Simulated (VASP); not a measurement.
Set up this calculation in VASP 6.6.1, as the native input.

| Item | Value |
| --- | --- |
| Task | relaxation of cell and atoms |
| Functional | PBE |
| Potentials or basis | VASP PAW PBE potentials, release 64 (B, N) |
| Cutoff | 600 eV |
| k mesh | 12 × 12 × 2 |
| Occupations | gaussian, width 0.1 eV |
| Spin | no spin polarisation |
| Dipole correction | no |
| Further INCAR settings | ALGO = Normal; EDIFF = 1e-06; IBRION = 2; EDIFFG = -0.04; NSW = 90; ISIF = 3 |

The structure of B5N lies in POSCAR:

```
B5N
1.0
    2.2153954400      0.0000000000      0.0000000000
   -1.1076977200      1.9185887300      0.0000000000
    0.0000000000      0.0000000000     10.7684629500
B N
5 1
Direct
    0.6666666700      0.3333333300      0.8353336500
    0.0000000000      0.0000000000      0.6676422400
    0.6666666700      0.3333333300      0.5000000000
    0.0000000000      0.0000000000      0.3323577600
    0.6666666700      0.3333333300      0.1646663500
    0.0000000000      0.0000000000      0.0000000000
```

The input as run:

INCAR

```
PREC = Accurate ; ENCUT = 600
EDIFF = 1E-6 ; ISMEAR = 0
SIGMA = 0.1 ; LREAL = F
LASPH = T ; NELM = 80
ALGO = Normal ; ISIF = 3
LWAVE = F ; LCHARG = F
GGA = PE ; IBRION = 2
NSW = 90 ; EDIFFG = -0.04
```

KPOINTS

```
Automatic mesh
0
Gamma
  12 12 2
```

Potentials or basis: VASP PAW PBE potentials, release 64 (B, N).

The run is started by

```sh
$ cat potpaw_PBE.64/B/POTCAR potpaw_PBE.64/N/POTCAR > POTCAR
$ mpirun -np 1 vasp_std > vasp.out
```

It gave:

- Relaxed volume: 7.58 Å³/atom
- Relaxed cell: a = 1.747 Å, b = 1.747 Å, c = 17.190 Å, α = 90.00°, β = 90.00°, γ = 120.00°
- Space group after relaxing (to 0.05 Å): P-6m2 (No. 187)
- Energy gained by relaxing: 644.7 meV/atom
- Ionic steps: 44
- Pressure after relaxing: 0.2 GPa
- Largest force after relaxing: 0.039 eV/Å
- Band gap on the k mesh: zero (band 10 reaches 9.22 eV, above the bottom of band 11 at 1.08 eV)

It took 21 min on 1 thread of AMD EPYC 7R43 64-Core Processor (Zen 3), on a shared host, peak memory 0.14 GiB.
